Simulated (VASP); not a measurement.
# HfO2 (Fm-3m) in VASP: a series of runs

Aim: see how the results for HfO2 move with the level of theory and the settings. Levels: r2SCAN+D4, r2SCAN+rVV10, PBE, PBE+D3(BJ). Tasks: single point, relaxation of cell and atoms.

Program: VASP 6.6.1. These are calculated values, not measurements. Logs are shortened: lines on timing, memory, paths and dates and some standing lists are left out, and cuts for length are marked.

### 1 The cell of the first run

It takes space group Fm-3m (No. 225, cubic). Conventional cell: a = 5.050 Å, b = 5.050 Å, c = 5.050 Å, α = 90.00°, β = 90.00°, γ = 90.00°. Within 2.9 Å of Hf (site symmetry m-3m) lie 8 O at 2.19 Å. O (site symmetry -43m) has 4 Hf at 2.19 Å and 6 O at 2.53 Å within 2.9 Å.

### 2 Single point, r2SCAN+D4

File POSCAR:

```
HfO2
1.0
    3.5711250668      0.0000000000      0.0000000000
    1.7855625334      3.0926850279      0.0000000000
    1.7855625334      1.0308950093      2.9158114071
Hf O
1 2
Direct
    0.0000000000      0.0000000000      0.0000000000
    0.2500000000      0.2500000000      0.2500000000
    0.7500000000      0.7500000000      0.7500000000
```

File INCAR.step1:

```
ALGO = Normal ; EDIFF = 1E-4
ENCUT = 520 ; GGA = PE
ISMEAR = 0 ; LASPH = T
LCHARG = F ; LREAL = F
LWAVE = T ; NBANDS = 18
NELM = 80 ; PREC = Accurate
SIGMA = 0.01
```

File INCAR.step2:

```
ALGO = Normal ; EDIFF = 1E-6
ENCUT = 520 ; ISIF = 2
ISMEAR = 0 ; ISTART = 1
IVDW = 13 ; LASPH = T
LCHARG = F ; LMIXTAU = T
LREAL = F ; LWAVE = F
METAGGA = R2SCAN ; NBANDS = 18
NELM = 80 ; PREC = Accurate
SIGMA = 0.01 ; VDW_A1 = 0.51559235
VDW_A2 = 5.77342911 ; VDW_S6 = 1.0
VDW_S8 = 0.6018749
```

File KPOINTS:

```
k-points
0
Gamma
  6 6 6
```

Potentials or basis: VASP PAW PBE potentials, release 64 (Hf_pv, O).

On the command line:

```console
cat potpaw_PBE.64/Hf_pv/POTCAR potpaw_PBE.64/O/POTCAR > POTCAR
cp INCAR.step1 INCAR
mpirun -np 1 vasp_std > vasp.out
cp INCAR.step2 INCAR
mpirun -np 1 vasp_std > vasp.out
```

OUTCAR:

```text
EDIFF = 1E-6
   ENCUT = 520
   ISIF = 2
   ISMEAR = 0
   ISTART = 1
   IVDW = 13
   LASPH = T
   LREAL = F
   METAGGA = R2SCAN
   NELM = 80
   PREC = Accurate

 ion  position               nearest neighbor table
   1  0.000  0.000  0.000-   3 2.19   2 2.19   2 2.19   3 2.19   3 2.19   2 2.19   3 2.19   2 2.19

   2  0.250  0.250  0.250-   1 2.19   1 2.19   1 2.19   1 2.19
   3  0.750  0.750  0.750-   1 2.19   1 2.19   1 2.19   1 2.19

  LATTYP: Found a face centered cubic cell.
 ALAT       =     5.0503335023

  Lattice vectors:

 A1 = (   3.5711250668,   0.0000000000,   0.0000000000)
 A2 = (   1.7855625334,   3.0926850279,   0.0000000000)
 A3 = (   1.7855625334,   1.0308950093,   2.9158114071)

Analysis of symmetry for initial positions (statically):
=====================================================================
 Subroutine PRICEL returns:
 Original cell was already a primitive cell.

 Routine SETGRP: Setting up the symmetry group for a
 face centered cubic supercell.

 Subroutine GETGRP returns: Found 48 space group operations
 (whereof 48 operations were pure point group operations)
 out of a pool of 48 trial point group operations.

The static configuration has the point symmetry O_h .

Analysis of symmetry for dynamics (positions and initial velocities):
=====================================================================
 Subroutine PRICEL returns:
 Original cell was already a primitive cell.

 Routine SETGRP: Setting up the symmetry group for a
 face centered cubic supercell.

 Subroutine GETGRP returns: Found 48 space group operations
 (whereof 48 operations were pure point group operations)
 out of a pool of 48 trial point group operations.

The dynamic configuration has the point symmetry O_h .

 Subroutine INISYM returns: Found 48 space group operations
 (whereof 48 operations are pure point group operations),
 and found     1 'primitive' translations

----------------------------------------------------------------------------------------

                                     Primitive cell

  volume of cell :      32.2033

  direct lattice vectors                    reciprocal lattice vectors
     3.571125067  0.000000000  0.000000000     0.280023797 -0.161671814 -0.114319236
     1.785562533  3.092685028  0.000000000     0.000000000  0.323343629 -0.114319236
[... 76 lines left out ...]
   ENCUT  =  520.0 eV  38.22 Ry    6.18 a.u.   6.64  6.64  6.64*2*pi/ulx,y,z
   NELM   =     80;   NELMIN=  2; NELMDL=  0     # of ELM steps
   EDIFF  = 0.1E-05   stopping-criterion for ELM
   LREAL  =      F    real-space projection
   EDIFFG = 0.1E-04   stopping-criterion for IOM
   NSW    =      0    number of steps for IOM
   IBRION =     -1    ionic relax: 0-MD 1-quasi-New 2-CG
   NFREE  =      0    steps in history (QN), initial steepest desc. (CG)
   ISIF   =      2    stress and relaxation
   ISYM   =      2    0-nonsym 1-usesym 2-fastsym
   POTIM  = 0.5000    time-step for ionic-motion
   TEBEG  =    0.0;   TEEND  =   0.0 temperature during run
   PSTRESS=    0.0 pullay stress
   NELECT =      22.0000    total number of electrons
   NUPDOWN=      -1.0000    fix difference up-down
   EMIN   =  10.00;   EMAX   =-10.00  energy-range for DOS
   EFERMI =   0.00;   METHOD = LEGACY
   ISMEAR =     0;   SIGMA  =   0.01  broadening in eV -4-tet -1-fermi 0-gaus
   EFERMI_NEDOS =   21; number of points for ismear=-14 and -15
   IALGO  =     38    algorithm
   IMIX   =      4    mixing-type and parameters
     AMIX     =   0.40;   BMIX     =  1.00
     AMIX_MAG =   1.60;   BMIX_MAG =  1.00
  volume/ion in A,a.u.               =      10.73        72.44
  Fermi-wavevector in a.u.,A,eV,Ry     =   1.441835  2.724674 28.285004  2.078889
  Thomas-Fermi vector in A             =   2.560423
   LORBIT       =      0    0 simple, 1 ext, 2 COOP (PROOUT), +10 PAW based schemes
   METAGGA = R2SCAN    functional components
   LHFCALC =     F    Hartree Fock is set to
   AEXX    =    0.0000 exact exchange contribution
   IVDW    =    13    specifies the selected vdW correction
   LEPSILON=     F    determine dielectric tensor
   LRPA    =     F    only Hartree local field effects (RPA)
 non-spin polarized calculation
 Gauss-broadening in eV      SIGMA  =   0.01
  energy-cutoff  :      520.00
  volume of cell :       32.20
 maximum number of plane-waves:       893
 NGX is ok and might be reduce to    28
   NGX = 13   NGY = 13   NGZ = 13

 number of electron      21.9999992 magnetization

 Free energy of the ion-electron system (eV)
  ---------------------------------------------------
  ext. energy  EPLUGINS =         0.00000000
  ---------------------------------------------------
  free energy    TOTEN  =       -68.55026885 eV

  energy without entropy =      -68.55026885  energy(sigma->0) =      -68.55026885

 E-fermi :   4.0885     XC(G=0): -12.6460

 val. band max:        4.0099184496   @ k =   0.5000   0.5000  -0.0000
 cond. band min:       8.3388979013   @ k =   0.5000   0.5000  -0.0000
 fundamental gap:      4.3289794517
 Fermi energy:         4.0884979238

 k-point     1 :       0.0000    0.0000    0.0000
  band No.  band energies     occupation
      1     -26.5917      2.00000
      2     -26.5917      2.00000
      3     -26.5917      2.00000
      4     -15.7925      2.00000
      5     -12.7321      2.00000
      6      -1.5042      2.00000
[... 313 lines left out ...]
      5     -13.7001      2.00000
      6      -1.9839      2.00000
[... 10 lines left out ...]
     17      16.7459      0.00000
     18      17.7389      0.00000

------------------------ aborting loop because EDIFF is reached ----------------------------------------

  DFT-D4 for vdW energy calculation

  Edisp (eV):   -0.22928

  FORCE on cell =-STRESS in cart. coord.  units (eV):
  Direction    XX          YY          ZZ          XY          YZ          ZX
  --------------------------------------------------------------------------------------
  -------------------------------------------------------------------------------------
  Total      -0.80531    -0.80531    -0.80531    -0.00000    -0.00000    -0.00000
  in kB     -40.06568   -40.06568   -40.06568    -0.00000    -0.00000    -0.00000
  external pressure =      -40.07 kB  Pullay stress =        0.00 kB

 VOLUME and BASIS-vectors are now :
 -----------------------------------------------------------------------------
  energy-cutoff  :      520.00
  volume of cell :       32.20
      direct lattice vectors                 reciprocal lattice vectors
     3.571125067  0.000000000  0.000000000     0.280023797 -0.161671814 -0.114319236
     1.785562533  3.092685028  0.000000000     0.000000000  0.323343629 -0.114319236
     1.785562533  1.030895009  2.915811407     0.000000000  0.000000000  0.342957709

 POSITION                                       TOTAL-FORCE (eV/Angst)
 -----------------------------------------------------------------------------------
      0.00000      0.00000      0.00000        -0.000000     -0.000000     -0.000000
      1.78556      1.03090      0.72895         0.000000      0.000000      0.000000
      5.35669      3.09269      2.18686        -0.000000     -0.000000     -0.000000
 -----------------------------------------------------------------------------------
    total drift:                                0.000000      0.000000     -0.000000

  FREE ENERGIE OF THE ION-ELECTRON SYSTEM (eV)
  ---------------------------------------------------
  free  energy   TOTEN  =       -68.7795444590 eV

  energy  without entropy=      -68.7795444590  energy(sigma->0) =      -68.77954446
```

It took 82 s on 1 thread of AMD EPYC 7R43 (Zen 3), shared host; peak memory 0.13 GiB.

What came out:

```
Free energy                : -68.7795 eV
Pressure                   : -4.0 GPa
Band gap on the k mesh     : 4.33 eV, direct
Dispersion energy per atom : -0.076 eV
```

Levels at points of the mesh, in eV from the valence-band top:
| k point | band 8 | band 9 | band 10 | band 11 | band 12 | band 13 | band 14 | band 15 |
| --- | --- | --- | --- | --- | --- | --- | --- | --- |
| (0.00, 0.00, 0.00) | -5.51 | -0.64 | -0.64 | -0.64 | 4.43 | 4.43 | 6.56 | 11.15 |
| (0.50, 0.00, 0.00) | -3.08 | -2.83 | -1.91 | -1.91 | 5.14 | 5.14 | 7.60 | 9.66 |
| (0.50, 0.50, 0.00) | -3.61 | -1.57 | -1.57 | 0.00 | 4.33 | 6.07 | 7.28 | 8.78 |

Caveat: the PAW data sets were made with another functional, which shifts forces and pressure a little; spin-orbit coupling is left out, which moves the levels of the heavy elements. r2SCAN opens gaps a little over a GGA but as a rule still falls short of measured ones.

### 3 Single point, r2SCAN+rVV10

This run uses another cell than the first one, of 10.71 Å³/atom, 0.998 times its volume.

File POSCAR:

```
HfO2
1.0
    3.5686581906      0.0000000000      0.0000000000
    1.7843290953      3.0905486505      0.0000000000
    1.7843290953      1.0301828835      2.9137972111
Hf O
1 2
Direct
    0.0000000000      0.0000000000      0.0000000000
    0.2500000000      0.2500000000      0.2500000000
    0.7500000000      0.7500000000      0.7500000000
```

File INCAR.step1:

```
PREC = Accurate
ENCUT = 520
ISMEAR = 0
SIGMA = 0.01
LREAL = F
LASPH = T
NELM = 60
NBANDS = 18
GGA = PE
ALGO = Normal
EDIFF = 1E-4
LWAVE = T
LCHARG = F
```

File INCAR.step2:

```
PREC = Accurate
ENCUT = 520
EDIFF = 1E-6
ISMEAR = 0
SIGMA = 0.01
LREAL = F
LASPH = T
NELM = 60
ALGO = Normal
ISIF = 2
LWAVE = F
LCHARG = T
METAGGA = R2SCAN
LMIXTAU = T
LUSE_VDW = T
IVDW_NL = 2
BPARAM = 11.95
CPARAM = 0.0093
LELF = T
LVHAR = T
NBANDS = 18
ISTART = 1
```

File KPOINTS:

```
Automatic mesh
0
Gamma
  6 6 6
```

Potentials or basis: VASP PAW PBE potentials, release 64 (Hf_pv, O).

On the command line:

```console
cat potpaw_PBE.64/Hf_pv/POTCAR potpaw_PBE.64/O/POTCAR > POTCAR
cp INCAR.step1 INCAR
mpirun -np 1 vasp_std > vasp.out
cp INCAR.step2 INCAR
mpirun -np 1 vasp_std > vasp.out
```

OUTCAR:

```text
PREC = Accurate
   ENCUT = 520
   EDIFF = 1E-6
   ISMEAR = 0
   LREAL = F
   LASPH = T
   NELM = 60
   ISIF = 2
   METAGGA = R2SCAN
   IVDW_NL = 2
   BPARAM = 11.95
   ISTART = 1

 ion  position               nearest neighbor table
   1  0.000  0.000  0.000-   3 2.19   2 2.19   3 2.19   2 2.19   2 2.19   3 2.19   2 2.19   3 2.19

   2  0.250  0.250  0.250-   1 2.19   1 2.19   1 2.19   1 2.19
   3  0.750  0.750  0.750-   1 2.19   1 2.19   1 2.19   1 2.19

  LATTYP: Found a face centered cubic cell.
 ALAT       =     5.0468448126

  Lattice vectors:

 A1 = (   3.5686581906,   0.0000000000,   0.0000000000)
 A2 = (   1.7843290953,   3.0905486505,   0.0000000000)
 A3 = (   1.7843290953,   1.0301828835,   2.9137972111)

Analysis of symmetry for initial positions (statically):
=====================================================================
 Subroutine PRICEL returns:
 Original cell was already a primitive cell.

 Routine SETGRP: Setting up the symmetry group for a
 face centered cubic supercell.

 Subroutine GETGRP returns: Found 48 space group operations
 (whereof 48 operations were pure point group operations)
 out of a pool of 48 trial point group operations.

The static configuration has the point symmetry O_h .

Analysis of symmetry for dynamics (positions and initial velocities):
=====================================================================
 Subroutine PRICEL returns:
 Original cell was already a primitive cell.

 Routine SETGRP: Setting up the symmetry group for a
 face centered cubic supercell.

 Subroutine GETGRP returns: Found 48 space group operations
 (whereof 48 operations were pure point group operations)
 out of a pool of 48 trial point group operations.
[... 108 lines left out ...]
   EFERMI =   0.00;   METHOD = LEGACY
   ISMEAR =     0;   SIGMA  =   0.01  broadening in eV -4-tet -1-fermi 0-gaus
   EFERMI_NEDOS =   21; number of points for ismear=-14 and -15
   IALGO  =     38    algorithm
   IMIX   =      4    mixing-type and parameters
     AMIX     =   0.40;   BMIX     =  1.00
     AMIX_MAG =   1.60;   BMIX_MAG =  1.00
  volume/ion in A,a.u.               =      10.71        72.29
  Fermi-wavevector in a.u.,A,eV,Ry     =   1.442832  2.726557 28.324122  2.081764
  Thomas-Fermi vector in A             =   2.561308
   LORBIT       =      0    0 simple, 1 ext, 2 COOP (PROOUT), +10 PAW based schemes
   METAGGA = R2SCAN    functional components
   LHFCALC =     F    Hartree Fock is set to
   AEXX    =    0.0000 exact exchange contribution
   IVDW_NL    =     2    kernel type
   BPARAM     =11.9500
   IVDW    =     0    specifies the selected vdW correction
   LEPSILON=     F    determine dielectric tensor
   LRPA    =     F    only Hartree local field effects (RPA)
 non-spin polarized calculation
 Gauss-broadening in eV      SIGMA  =   0.01
  energy-cutoff  :      520.00
  volume of cell :       32.14
 maximum number of plane-waves:       893
 NGX is ok and might be reduce to    28
   NGX = 13   NGY = 13   NGZ = 13

 number of electron      21.9999993 magnetization

 Free energy of the ion-electron system (eV)
  ---------------------------------------------------
  ext. energy  EPLUGINS =         0.00000000
  ---------------------------------------------------
  free energy    TOTEN  =       -68.06960437 eV

  energy without entropy =      -68.06960437  energy(sigma->0) =      -68.06960437

 E-fermi :   4.0778     XC(G=0): -12.7155

 val. band max:        4.0170170651   @ k =   0.5000   0.5000   0.0000
 cond. band min:       8.3148729562   @ k =   0.5000   0.5000   0.0000
 fundamental gap:      4.2978558911
 Fermi energy:         4.0777694025

 k-point     1 :       0.0000    0.0000    0.0000
  band No.  band energies     occupation
      1     -26.5489      2.00000
      2     -26.5489      2.00000
      3     -26.5489      2.00000
      4     -15.8053      2.00000
      5     -12.7258      2.00000
      6      -1.5176      2.00000
[... 313 lines left out ...]
      5     -13.6946      2.00000
      6      -2.0115      2.00000
[... 10 lines left out ...]
     17      16.7941      0.00000
     18      17.6650      0.00000

------------------------ aborting loop because EDIFF is reached ----------------------------------------

  FORCE on cell =-STRESS in cart. coord.  units (eV):
  Direction    XX          YY          ZZ          XY          YZ          ZX
  --------------------------------------------------------------------------------------
  -------------------------------------------------------------------------------------
  Total       -0.7202976     -0.7202976     -0.7202976     -0.0000000      0.0000000      0.0000000
  in kB      -35.9106028    -35.9106028    -35.9106028     -0.0000000      0.0000000      0.0000000
  external PRESSURE =     -35.9106028 kB  Pullay stress =       0.0000000 kB

 VOLUME and BASIS-vectors are now :
 -----------------------------------------------------------------------------
  energy-cutoff  :      520.00
  volume of cell :       32.14
      direct lattice vectors                 reciprocal lattice vectors
     3.568658191  0.000000000  0.000000000     0.280217366 -0.161783572 -0.114398261
     1.784329095  3.090548651  0.000000000     0.000000000  0.323567144 -0.114398261
     1.784329095  1.030182883  2.913797211     0.000000000  0.000000000  0.343194782

 POSITION                                       TOTAL-FORCE (eV/Angst)
 -----------------------------------------------------------------------------------
      0.00000      0.00000      0.00000         0.000000      0.000000     -0.000000
      1.78433      1.03018      0.72845        -0.000000     -0.000000      0.000000
      5.35299      3.09055      2.18535         0.000000      0.000000      0.000000
 -----------------------------------------------------------------------------------
    total drift:                                0.000000      0.000000     -0.000000

  FREE ENERGIE OF THE ION-ELECTRON SYSTEM (eV)
  ---------------------------------------------------
  free  energy   TOTEN  =       -68.0696043693 eV

  energy  without entropy=      -68.0696043693  energy(sigma->0) =      -68.06960437
```

OUTCAR.step1:

```text
PREC = Accurate
   ENCUT = 520
   ISMEAR = 0
   LREAL = F
[... 552 lines left out ...]
      0.00000      0.00000      0.00000         0.000000      0.000000      0.000000
      1.78433      1.03018      0.72845        -0.000000     -0.000000     -0.000000
      5.35299      3.09055      2.18535         0.000000      0.000000     -0.000000
 -----------------------------------------------------------------------------------
    total drift:                                0.000000      0.000000     -0.000000

  FREE ENERGIE OF THE ION-ELECTRON SYSTEM (eV)
  ---------------------------------------------------
  free  energy   TOTEN  =       -30.2414220572 eV

  energy  without entropy=      -30.2414220572  energy(sigma->0) =      -30.24142206
```

OSZICAR.step1:

```text
N       E                     dE             d eps       ncg     rms          rms(c)
DAV:   1     0.992090111171E+02    0.99209E+02   -0.12890E+04   576   0.122E+03
DAV:   2    -0.315636370428E+02   -0.13077E+03   -0.12739E+03   718   0.291E+02
DAV:   3    -0.359687244482E+02   -0.44051E+01   -0.43907E+01   688   0.476E+01
DAV:   4    -0.359938378455E+02   -0.25113E-01   -0.25108E-01   668   0.404E+00
DAV:   5    -0.359940300572E+02   -0.19221E-03   -0.19221E-03   662   0.320E-01    0.493E+01
DAV:   6    -0.303633439856E+02    0.56307E+01   -0.19957E+01   592   0.324E+01    0.425E+01
DAV:   7    -0.302758179203E+02    0.87526E-01   -0.64883E-01   660   0.666E+00    0.294E+01
DAV:   8    -0.302616357802E+02    0.14182E-01   -0.26672E-01   628   0.476E+00    0.948E+00
DAV:   9    -0.302412347428E+02    0.20401E-01   -0.64367E-02   612   0.212E+00    0.261E+00
DAV:  10    -0.302413755826E+02   -0.14084E-03   -0.32557E-03   648   0.437E-01    0.193E-01
DAV:  11    -0.302414220572E+02   -0.46475E-04   -0.16550E-04   620   0.113E-01
   1 F= -.30241422E+02 E0= -.30241422E+02  d E =-.348102E-74
```

Wall time 98 s (1 thread of AMD EPYC 7R43 (Zen 3), shared host); peak memory 0.23 GiB.

Results:

| Item | Value |
| --- | --- |
| Free energy | -68.0696 eV |
| Pressure | -3.6 GPa |
| Band gap on the k mesh | 4.30 eV, direct |

Caveat: the PAW data sets were made with another functional, which shifts forces and pressure a little; spin-orbit coupling is left out, which moves the levels of the heavy elements. A k mesh can miss the band edges.

(Part 1 of 2 ends here.)
